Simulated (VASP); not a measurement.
# Al3Ru2 (I4/mmm) in VASP: single point with PBEsol

Aim: the single point of Al3Ru2 with PBEsol.

Everything below comes from runs of VASP 6.6.1. Logs are shortened: lines on timing, memory, paths and dates and some standing lists are left out, and cuts for length are marked.

### 1 The cell of the first run

It takes space group I4/mmm (No. 139, tetragonal). The conventional cell has a = 3.078 Å, b = 3.078 Å, c = 14.286 Å, α = 90.00°, β = 90.00°, γ = 90.00°. Al (site symmetry 4/mmm) has 8 Ru at 2.65 Å and 6 Al at 2.77 to 3.08 Å within 3.5 Å. Al (site symmetry 4mm) has 5 Ru at 2.51 to 2.86 Å and 9 Al at 2.70 to 3.08 Å within 3.3 Å. Within 3.3 Å of Ru (site symmetry 4mm) lie 9 Al at 2.51 to 2.86 Å and 5 Ru at 3.02 to 3.08 Å.

### 2 Single point, PBEsol

Contents of INCAR:

```
ALGO = Fast
EDIFF = 1E-6
ENCUT = 520
GGA = PS
ISIF = 2
ISMEAR = 0
LASPH = True
LCHARG = False
LREAL = False
LWAVE = False
NBANDS = 26
NELM = 100
PREC = Accurate
SIGMA = 0.1
```

Contents of KPOINTS:

```
k-points
0
Gamma
  20 20 20
```

Contents of POSCAR:

```
Al3Ru2
1.0
   -1.5389008750      1.5389008750      7.1431020300
    1.5389008750     -1.5389008750      7.1431020300
    1.5389008750      1.5389008750     -7.1431020300
Al Ru
3 2
Direct
    0.0000000000      0.0000000000      0.0000000000
    0.8061846200      0.8061846200      0.0000000000
    0.1938153800      0.1938153800      0.0000000000
    0.6058685700      0.6058685700      0.0000000000
    0.3941314300      0.3941314300      0.0000000000
```

Potentials or basis: VASP PAW PBE potentials, release 64 (Al, Ru_pv).

Started as:

```bash
cat potpaw_PBE.64/Al/POTCAR potpaw_PBE.64/Ru_pv/POTCAR > POTCAR
mpirun -np 1 vasp_std > vasp.out
```

OUTCAR:

```text
EDIFF = 1E-6
   ENCUT = 520
   GGA = PS
   ISIF = 2
   ISMEAR = 0
   LASPH = True
   LREAL = False
   NELM = 100
   PREC = Accurate

 ion  position               nearest neighbor table
   1  0.000  0.000  0.000-   5 2.65   4 2.65   4 2.65   4 2.65   4 2.65   5 2.65   5 2.65   5 2.65
                             2 2.77   3 2.77
   2  0.806  0.806  0.000-   5 2.51   5 2.51   5 2.51   5 2.51   3 2.70   3 2.70   3 2.70   3 2.70
                             1 2.77   4 2.86
   3  0.194  0.194  0.000-   4 2.51   4 2.51   4 2.51   4 2.51   2 2.70   2 2.70   2 2.70   2 2.70
                             1 2.77   5 2.86
   4  0.606  0.606  0.000-   3 2.51   3 2.51   3 2.51   3 2.51   1 2.65   1 2.65   1 2.65   1 2.65
                             2 2.86   5 3.02
   5  0.394  0.394  0.000-   2 2.51   2 2.51   2 2.51   2 2.51   1 2.65   1 2.65   1 2.65   1 2.65
                             3 2.86   4 3.02

  LATTYP: Found a body centered tetragonal cell.
 ALAT       =     3.0778017500
 C/A-ratio  =     4.6416907977

  Lattice vectors:

 A1 = (  -1.5389008750,   1.5389008750,   7.1431020300)
 A2 = (   1.5389008750,  -1.5389008750,   7.1431020300)
 A3 = (   1.5389008750,   1.5389008750,  -7.1431020300)

Analysis of symmetry for initial positions (statically):
=====================================================================
 Subroutine PRICEL returns:
 Original cell was already a primitive cell.

 Routine SETGRP: Setting up the symmetry group for a
 body centered tetragonal supercell.

 Subroutine GETGRP returns: Found 16 space group operations
 (whereof 16 operations were pure point group operations)
 out of a pool of 16 trial point group operations.

The static configuration has the point symmetry D_4h.

Analysis of symmetry for dynamics (positions and initial velocities):
=====================================================================
 Subroutine PRICEL returns:
 Original cell was already a primitive cell.

 Routine SETGRP: Setting up the symmetry group for a
 body centered tetragonal supercell.

 Subroutine GETGRP returns: Found 16 space group operations
 (whereof 16 operations were pure point group operations)
 out of a pool of 16 trial point group operations.

The dynamic configuration has the point symmetry D_4h.

 Subroutine INISYM returns: Found 16 space group operations
 (whereof 16 operations are pure point group operations),
 and found     1 'primitive' translations

----------------------------------------------------------------------------------------

                                     Primitive cell

  volume of cell :      67.6656

  direct lattice vectors                    reciprocal lattice vectors
    -1.538900875  1.538900875  7.143102030     0.000000000  0.324907217  0.069997600
     1.538900875 -1.538900875  7.143102030     0.324907217  0.000000000  0.069997600
     1.538900875  1.538900875 -7.143102030     0.324907217  0.324907217  0.000000000

  length of vectors
     7.467284541  7.467284541  7.467284541     0.332361796  0.332361796  0.459488192

  position of ions in fractional coordinates (direct lattice)
     0.000000000  0.000000000  0.000000000
     0.806184620  0.806184620  0.000000000
     0.193815380  0.193815380  0.000000000
     0.605868570  0.605868570  0.000000000
     0.394131430  0.394131430  0.000000000

  ion indices of the primitive-cell ions
   primitive index   ion index
                 1           1
                 2           2
                 3           3
                 4           4
                 5           5

----------------------------------------------------------------------------------------

 KPOINTS: k-points

Automatic generation of k-mesh.
 Grid dimensions read from file:
 generate k-points for:   20   20   20

 Generating k-lattice:

  Cartesian coordinates                     Fractional coordinates (reciprocal lattice)
     0.000000000  0.016245361  0.003499880     0.050000000  0.000000000  0.000000000
     0.016245361  0.000000000  0.003499880     0.000000000  0.050000000  0.000000000
     0.016245361  0.016245361  0.000000000     0.000000000  0.000000000  0.050000000

  Length of vectors
     0.016618090  0.016618090  0.022974410

  Shift w.r.t. Gamma in fractional coordinates (k-lattice)
     0.000000000  0.000000000  0.000000000

 Subroutine IBZKPT returns following result:
 ===========================================

 Found    641 irreducible k-points:

 Following reciprocal coordinates:
            Coordinates               Weight
  0.000000  0.000000  0.000000      1.000000
  0.050000 -0.000000  0.000000      8.000000
  0.100000 -0.000000  0.000000      8.000000
  0.150000 -0.000000  0.000000      8.000000
  0.200000 -0.000000  0.000000      8.000000
  0.250000  0.000000  0.000000      8.000000
[... 16 lines left out ...]
 -0.400000  0.050000  0.000000     16.000000
 -0.350000  0.050000  0.000000     16.000000
 [... further k-points ...]
   k-points           NKPTS =    641   k-points in BZ     NKDIM =    641   number of bands    NBANDS=     26
   number of dos      NEDOS =    301   number of ions     NIONS =      5
   total plane-waves  NPLWV = 175616
   dimension x,y,z NGX =    56 NGY =   56 NGZ =   56
   dimension x,y,z NGXF=   112 NGYF=  112 NGZF=  112
   ions per type =               3   2
   NGX,Y,Z   is equivalent  to a cutoff of  12.47, 12.47, 12.47 a.u.
   NGXF,Y,Z  is equivalent  to a cutoff of  24.93, 24.93, 24.93 a.u.
 SYSTEM =  unknown system
   PREC   = accura    normal or accurate (medium, high low for compatibility)
   ISTART =      0    job   : 0-new  1-cont  2-samecut
   ICHARG =      2    charge: 1-file 2-atom 10-const
   ISPIN  =      1    spin polarized calculation?
   LNONCOLLINEAR =      F non collinear calculations
   LSORBIT =      F    spin-orbit coupling
   LASPH  =      T    aspherical Exc in radial PAW
   ENCUT  =  520.0 eV  38.22 Ry    6.18 a.u.  13.88 13.88 13.88*2*pi/ulx,y,z
   NELM   =    100;   NELMIN=  2; NELMDL= -5     # of ELM steps
   EDIFF  = 0.1E-05   stopping-criterion for ELM
   LREAL  =      F    real-space projection
   EDIFFG = 0.1E-04   stopping-criterion for IOM
   NSW    =      0    number of steps for IOM
   IBRION =     -1    ionic relax: 0-MD 1-quasi-New 2-CG
   NFREE  =      0    steps in history (QN), initial steepest desc. (CG)
   ISIF   =      2    stress and relaxation
   ISYM   =      2    0-nonsym 1-usesym 2-fastsym
   POTIM  = 0.5000    time-step for ionic-motion
   TEBEG  =    0.0;   TEEND  =   0.0 temperature during run
   PSTRESS=    0.0 pullay stress
   NELECT =      37.0000    total number of electrons
   NUPDOWN=      -1.0000    fix difference up-down
   EMIN   =  10.00;   EMAX   =-10.00  energy-range for DOS
   EFERMI =   0.00;   METHOD = LEGACY
   ISMEAR =     0;   SIGMA  =   0.10  broadening in eV -4-tet -1-fermi 0-gaus
   EFERMI_NEDOS =   21; number of points for ismear=-14 and -15
   IALGO  =     68    algorithm
   IMIX   =      4    mixing-type and parameters
     AMIX     =   0.40;   BMIX     =  1.00
     AMIX_MAG =   1.60;   BMIX_MAG =  1.00
  volume/ion in A,a.u.               =      13.53        91.33
  Fermi-wavevector in a.u.,A,eV,Ry     =   1.338709  2.529792 24.383552  1.792140
  Thomas-Fermi vector in A             =   2.467158
   LORBIT       =      0    0 simple, 1 ext, 2 COOP (PROOUT), +10 PAW based schemes
   GGA     = PS    functional components
   LHFCALC =     F    Hartree Fock is set to
   AEXX    =    0.0000 exact exchange contribution
   IVDW    =     0    specifies the selected vdW correction
   LEPSILON=     F    determine dielectric tensor
   LRPA    =     F    only Hartree local field effects (RPA)
 non-spin polarized calculation
 RMM-DIIS sequential band-by-band and
 Gauss-broadening in eV      SIGMA  =   0.10
  energy-cutoff  :      520.00
  volume of cell :       67.67
 maximum number of plane-waves:      1846
   NGX = 27   NGY = 27   NGZ = 27

 number of electron      37.0000000 magnetization

 Free energy of the ion-electron system (eV)
  ---------------------------------------------------
  ext. energy  EPLUGINS =         0.00000000
  ---------------------------------------------------
  free energy    TOTEN  =       -35.98148623 eV

  energy without entropy =      -35.97434801  energy(sigma->0) =      -35.97791712

 E-fermi :  10.3833     XC(G=0): -12.2901

 val. band max:       10.3820044617   @ k =  -0.4500   0.2000   0.1000
 cond. band min:      10.3833995347   @ k =   0.5000   0.3500   0.0500
 fundamental gap:      0.0013950730
 Fermi energy:        10.3832724912

 k-point     1 :       0.0000    0.0000    0.0000
  band No.  band energies     occupation
      1     -31.5113      2.00000
      2     -31.4502      2.00000
      3     -31.4502      2.00000
      4     -31.4424      2.00000
      5     -31.4424      2.00000
      6     -31.4176      2.00000
[... 18 lines left out ...]
     25      16.3777      0.00000
     26      16.5653      0.00000

 k-point     2 :       0.0500   -0.0000    0.0000
  band No.  band energies     occupation
      1     -31.5108      2.00000
      2     -31.4541      2.00000
      3     -31.4499      2.00000
      4     -31.4462      2.00000
      5     -31.4421      2.00000
      6     -31.4173      2.00000
[... 18 lines left out ...]
     25      16.4988      0.00000
     26      16.9625      0.00000

 k-point     3 :       0.1000   -0.0000    0.0000
  band No.  band energies     occupation
      1     -31.5095      2.00000
      2     -31.4655      2.00000
      3     -31.4573      2.00000
      4     -31.4489      2.00000
      5     -31.4411      2.00000
      6     -31.4163      2.00000
[... 572 lines left out ...]
 k-point    23 :      -0.4000    0.0500    0.0000
  band No.  band energies     occupation
      1     -31.5930      2.00000
      2     -31.5821      2.00000
      3     -31.4937      2.00000
      4     -31.4417      2.00000
      5     -31.4336      2.00000
      6     -31.4044      2.00000
[... 18 lines left out ...]
     25      17.5236      0.00000
     26      17.9270      0.00000

 k-point    24 :      -0.3500    0.0500    0.0000
  band No.  band energies     occupation
      1     -31.5756      2.00000
      2     -31.5652      2.00000
      3     -31.4958      2.00000
      4     -31.4432      2.00000
      5     -31.4352      2.00000
      6     -31.4059      2.00000
[... 18 lines left out ...]
     25      17.3060      0.00000
     26      17.8409      0.00000

 [... further k-points ...]

------------------------ aborting loop because EDIFF is reached ----------------------------------------

  FORCE on cell =-STRESS in cart. coord.  units (eV):
  Direction    XX          YY          ZZ          XY          YZ          ZX
  --------------------------------------------------------------------------------------
  -------------------------------------------------------------------------------------
  Total       -0.2876787     -0.2876787     -0.3751079      0.0000000      0.0000000      0.0000000
  in kB       -6.8116153     -6.8116153     -8.8817520      0.0000000      0.0000000      0.0000000
  external PRESSURE =      -7.5016609 kB  Pullay stress =       0.0000000 kB

 VOLUME and BASIS-vectors are now :
 -----------------------------------------------------------------------------
  energy-cutoff  :      520.00
  volume of cell :       67.67
      direct lattice vectors                 reciprocal lattice vectors
    -1.538900875  1.538900875  7.143102030     0.000000000  0.324907217  0.069997600
     1.538900875 -1.538900875  7.143102030     0.324907217  0.000000000  0.069997600
     1.538900875  1.538900875 -7.143102030     0.324907217  0.324907217  0.000000000

 POSITION                                       TOTAL-FORCE (eV/Angst)
 -----------------------------------------------------------------------------------
      0.00000      0.00000      0.00000         0.000000      0.000000      0.000000
      0.00000      0.00000     11.51732         0.000000      0.000000      0.014382
      0.00000      0.00000      2.76889         0.000000      0.000000     -0.014382
      0.00000      0.00000      8.65556        -0.000000     -0.000000     -0.040869
      0.00000      0.00000      5.63064        -0.000000     -0.000000      0.040869
 -----------------------------------------------------------------------------------
    total drift:                                0.000000      0.000000     -0.000000

  FREE ENERGIE OF THE ION-ELECTRON SYSTEM (eV)
  ---------------------------------------------------
  free  energy   TOTEN  =       -35.9814862306 eV

  energy  without entropy=      -35.9743480078  energy(sigma->0) =      -35.97791712
```

It took 77 min on 1 thread of AMD EPYC 7R43 (Zen 3), shared host; peak memory 1.1 GiB.

What came out:

| Property | Result |
| --- | --- |
| Free energy | -35.9815 eV |
| Pressure | -0.8 GPa |
| Largest force | 0.041 eV/Å |
| Band gap on the k mesh | zero (an odd number of electrons rules out a gap without spin polarisation) |

Forces on the atoms (eV/Å):
```
Al   0.000  0.000  0.000
Al   0.000  0.000  0.014
Al   0.000  0.000 -0.014
Ru   0.000  0.000 -0.041
Ru   0.000  0.000  0.041
```

Stress tensor (GPa, compression positive):
```
-0.68  0.00  0.00
 0.00 -0.68  0.00
 0.00  0.00 -0.89
```

Caveat: the PAW data sets were made with another functional, which shifts forces and pressure a little.
